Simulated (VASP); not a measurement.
# TiPt3 (Pm-3m) in VASP: further runs, part 2 of 2

VASP 6.6.1. Earlier steps stand in the parts before.

## 5. Single point, r2SCAN

This run uses another cell than the first one, of 15.09 Å³/atom, 1.085 times its volume.

Input file POSCAR:

```
TiPt3
1.0
    3.9228086992      0.0000000000      0.0000000000
    0.0000000000      3.9228086992      0.0000000000
    0.0000000000      0.0000000000      3.9228086992
Ti Pt
1 3
Direct
    0.0000000000      0.0000000000      0.0000000000
    0.0000000000      0.5000000000      0.5000000000
    0.5000000000      0.0000000000      0.5000000000
    0.5000000000      0.5000000000      0.0000000000
```

Input file INCAR.step1:

```
ALGO = Normal
EDIFF = 1E-4
ENCUT = 520
GGA = PE
ISMEAR = 1
LASPH = T
LCHARG = F
LREAL = F
LWAVE = T
NBANDS = 29
NELM = 80
PREC = Accurate
SIGMA = 0.1
```

Input file INCAR.step2:

```
ALGO = Normal
EDIFF = 1E-7
ENCUT = 520
ISIF = 2
ISMEAR = 1
ISTART = 1
LASPH = T
LCHARG = F
LMIXTAU = T
LREAL = F
LWAVE = F
METAGGA = R2SCAN
NBANDS = 29
NELM = 80
PREC = Accurate
SIGMA = 0.1
```

Input file KPOINTS:

```
k-points
0
Gamma
  6 6 6
```

Run with:

```
> cat potpaw_PBE.64/Ti_sv/POTCAR potpaw_PBE.64/Pt/POTCAR > POTCAR
> cp INCAR.step1 INCAR
> mpirun -np 1 vasp_std > vasp.out
> cp INCAR.step2 INCAR
> mpirun -np 1 vasp_std > vasp.out
```

Run time: 80 s. Hardware: 1 thread of Intel Xeon 6975P-C (Granite Rapids), shared host; peak memory 0.18 GiB.

Results (log left out):

- Free energy: -171.1370 eV
- Pressure: 0.3 GPa
- Band gap on the k mesh: zero (band 21 reaches 12.82 eV, above the bottom of band 22 at 10.90 eV)

Levels at points of the mesh, in eV from the Fermi level:
| k point | band 17 | band 18 | band 19 | band 20 | band 21 | band 22 | band 23 | band 24 | band 25 | band 26 |
| --- | --- | --- | --- | --- | --- | --- | --- | --- | --- | --- |
| (0.00, 0.00, 0.00) | -0.63 | -0.02 | -0.02 | -0.02 | 1.39 | 1.39 | 1.59 | 1.59 | 1.59 | 1.95 |
| (0.50, 0.00, 0.00) | -2.78 | -2.78 | -2.75 | -1.51 | -0.25 | -0.25 | -0.01 | 0.52 | 0.78 | 1.92 |
| (0.50, 0.50, 0.00) | -3.26 | -3.26 | -2.46 | -2.44 | -2.33 | 0.17 | 0.17 | 0.42 | 1.47 | 1.47 |
| (0.50, 0.50, 0.50) | -0.84 | -0.75 | -0.75 | -0.75 | -0.53 | -0.53 | -0.53 | 1.14 | 1.14 | 1.14 |

Caveat: the PAW data sets were made with another functional, which shifts forces and pressure a little; spin-orbit coupling is left out, which moves the levels of the heavy elements.

## 6. Single point, r2SCAN

This run uses another cell than the first one, of 15.68 Å³/atom, 1.128 times its volume.

Input file POSCAR:

```
TiPt3
1.0
    3.9734311690      0.0000000000      0.0000000000
    0.0000000000      3.9734311690      0.0000000000
    0.0000000000      0.0000000000      3.9734311690
Ti Pt
1 3
Direct
    0.0000000000      0.0000000000      0.0000000000
    0.0000000000      0.5000000000      0.5000000000
    0.5000000000      0.0000000000      0.5000000000
    0.5000000000      0.5000000000      0.0000000000
```

Input file INCAR.step1:

```
SYSTEM = TiPt3
PREC = Accurate ; ENCUT = 520
ISMEAR = 1 ; SIGMA = 0.1
LREAL = .FALSE. ; LASPH = .TRUE.
NELM = 60 ; NBANDS = 29
GGA = PE ; ALGO = Normal
EDIFF = 1E-4 ; LWAVE = .TRUE.
LCHARG = .FALSE.
```

Input file INCAR.step2:

```
SYSTEM = TiPt3
PREC = Accurate ; ENCUT = 520
EDIFF = 1E-6 ; ISMEAR = 1
SIGMA = 0.1 ; LREAL = .FALSE.
LASPH = .TRUE. ; NELM = 60
ALGO = Normal ; ISIF = 2
LWAVE = .FALSE. ; LCHARG = .FALSE.
METAGGA = R2SCAN ; LMIXTAU = .TRUE.
NBANDS = 29 ; ISTART = 1
```

Input file KPOINTS:

```
Automatic mesh
0
G
  6 6 6
  0 0 0
```

Potentials or basis: VASP PAW PBE potentials, release 64 (Ti_sv, Pt).

Run with:

```
> cat potpaw_PBE.64/Ti_sv/POTCAR potpaw_PBE.64/Pt/POTCAR > POTCAR
> cp INCAR.step1 INCAR
> mpirun -np 1 vasp_std > vasp.out
> cp INCAR.step2 INCAR
> mpirun -np 1 vasp_std > vasp.out
```

OUTCAR:

```text
SYSTEM = TiPt3
   PREC = Accurate
   ENCUT = 520
   EDIFF = 1E-6
   ISMEAR = 1
   LREAL = .FALSE.
   LASPH = .TRUE.
   NELM = 60
   ISIF = 2
   METAGGA = R2SCAN
   ISTART = 1

 ion  position               nearest neighbor table
   1  0.000  0.000  0.000-   2 2.81   3 2.81   4 2.81   2 2.81   3 2.81   2 2.81   4 2.81   2 2.81
                             3 2.81   4 2.81   3 2.81   4 2.81
   2  0.000  0.500  0.500-   1 2.81   3 2.81   4 2.81   1 2.81   4 2.81   1 2.81   3 2.81   1 2.81
                             3 2.81   4 2.81   4 2.81   3 2.81
   3  0.500  0.000  0.500-   1 2.81   2 2.81   4 2.81   1 2.81   4 2.81   2 2.81   4 2.81   4 2.81
                             1 2.81   2 2.81   1 2.81   2 2.81
   4  0.500  0.500  0.000-   1 2.81   2 2.81   3 2.81   2 2.81   3 2.81   1 2.81   3 2.81   3 2.81
                             1 2.81   2 2.81   2 2.81   1 2.81

  LATTYP: Found a simple cubic cell.
 ALAT       =     3.9734311690

  Lattice vectors:

 A1 = (   3.9734311690,   0.0000000000,   0.0000000000)
 A2 = (   0.0000000000,   3.9734311690,   0.0000000000)
 A3 = (   0.0000000000,   0.0000000000,   3.9734311690)

[... 171 lines left out ...]

  energy without entropy =     -171.07206733  energy(sigma->0) =     -171.07226979

 E-fermi :  10.7374     XC(G=0): -14.0540

 val. band max:       10.7134839466   @ k =   0.5000   0.0000   0.0000
 cond. band min:      10.8402453051   @ k =   0.5000   0.1667   0.1667
 fundamental gap:      0.1267613586
 Fermi energy:        10.7373842487

 k-point     1 :       0.0000    0.0000    0.0000
  band No.  band energies     occupation
      1     -50.0681      2.00000
      2     -25.2188      2.00000
      3     -25.2188      2.00000
      4     -25.2188      2.00000
      5       0.6609      2.00000
      6       3.6353      2.00000
[... 629 lines left out ...]
     28      12.2249     -0.00000
     29      16.1192      0.00000

------------------------ aborting loop because EDIFF is reached ----------------------------------------

  FORCE on cell =-STRESS in cart. coord.  units (eV):
  Direction    XX          YY          ZZ          XY          YZ          ZX
  --------------------------------------------------------------------------------------
  -------------------------------------------------------------------------------------
  Total       -3.4539273     -3.4539273     -3.4539273     -0.0000000     -0.0000000      0.0000000
  in kB      -88.2118022    -88.2118022    -88.2118022     -0.0000000     -0.0000000      0.0000000
  external PRESSURE =     -88.2118022 kB  Pullay stress =       0.0000000 kB

 VOLUME and BASIS-vectors are now :
 -----------------------------------------------------------------------------
  energy-cutoff  :      520.00
  volume of cell :       62.73
      direct lattice vectors                 reciprocal lattice vectors
     3.973431169  0.000000000  0.000000000     0.251671655  0.000000000  0.000000000
     0.000000000  3.973431169  0.000000000     0.000000000  0.251671655  0.000000000
     0.000000000  0.000000000  3.973431169     0.000000000  0.000000000  0.251671655

 POSITION                                       TOTAL-FORCE (eV/Angst)
 -----------------------------------------------------------------------------------
      0.00000      0.00000      0.00000         0.000000      0.000000      0.000000
      0.00000      1.98672      1.98672         0.000000      0.000000      0.000000
      1.98672      0.00000      1.98672         0.000000      0.000000      0.000000
      1.98672      1.98672      0.00000         0.000000      0.000000      0.000000
 -----------------------------------------------------------------------------------
    total drift:                                0.000000      0.000000     -0.000000

  FREE ENERGIE OF THE ION-ELECTRON SYSTEM (eV)
  ---------------------------------------------------
  free  energy   TOTEN  =      -171.0723710211 eV

  energy  without entropy=     -171.0720673270  energy(sigma->0) =     -171.07226979
```

OUTCAR.step1:

```text
SYSTEM = TiPt3
   PREC = Accurate
   ENCUT = 520
   ISMEAR = 1
   LREAL = .FALSE.
   LASPH = .TRUE.
[... 866 lines left out ...]
      0.00000      1.98672      1.98672         0.000000      0.000000      0.000000
      1.98672      0.00000      1.98672         0.000000      0.000000      0.000000
      1.98672      1.98672      0.00000         0.000000      0.000000      0.000000
 -----------------------------------------------------------------------------------
    total drift:                                0.000000      0.000000     -0.000000

  FREE ENERGIE OF THE ION-ELECTRON SYSTEM (eV)
  ---------------------------------------------------
  free  energy   TOTEN  =       -29.5275080821 eV

  energy  without entropy=      -29.5284960886  energy(sigma->0) =      -29.52783742
```

It took 77 s on 1 thread of Intel Xeon 6975P-C (Granite Rapids), shared host; peak memory 0.19 GiB.

Results:

```yaml
Free_energy: -171.0724 eV
Pressure: -8.8 GPa
Band_gap_on_the_k_mesh: zero (band 21 reaches 12.07 eV, above the bottom of band 22 at 10.23 eV)
```

Caveat: the PAW data sets were made with another functional, which shifts forces and pressure a little; spin-orbit coupling is left out, which moves the levels of the heavy elements.

## 7. Summary

| cell | gap on the mesh (eV) | pressure (GPa) |
| --- | --- | --- |
| a = 3.817 Å, 4 atoms | none | 26.4 |
| a = 3.871 Å, 4 atoms | none | 11.8 |
| a = 3.897 Å, 4 atoms | none | 5.7 |
| a = 3.923 Å, 4 atoms | none | 0.3 |
| a = 3.973 Å, 4 atoms | none | -8.8 |

Alike in all rows: task single point; level r2SCAN; potentials or basis VASP PAW PBE potentials, release 64 (Ti_sv, Pt); no spin polarisation; k mesh 6 × 6 × 6; cutoff (eV) 520; smearing methfessel-paxton 0.1 eV.

Caveats: the PAW data sets were made with another functional, which shifts forces and pressure a little; spin-orbit coupling is left out, which moves the levels of the heavy elements.

Total energies depend on the potentials used, so only differences within one code and one set of settings carry meaning.
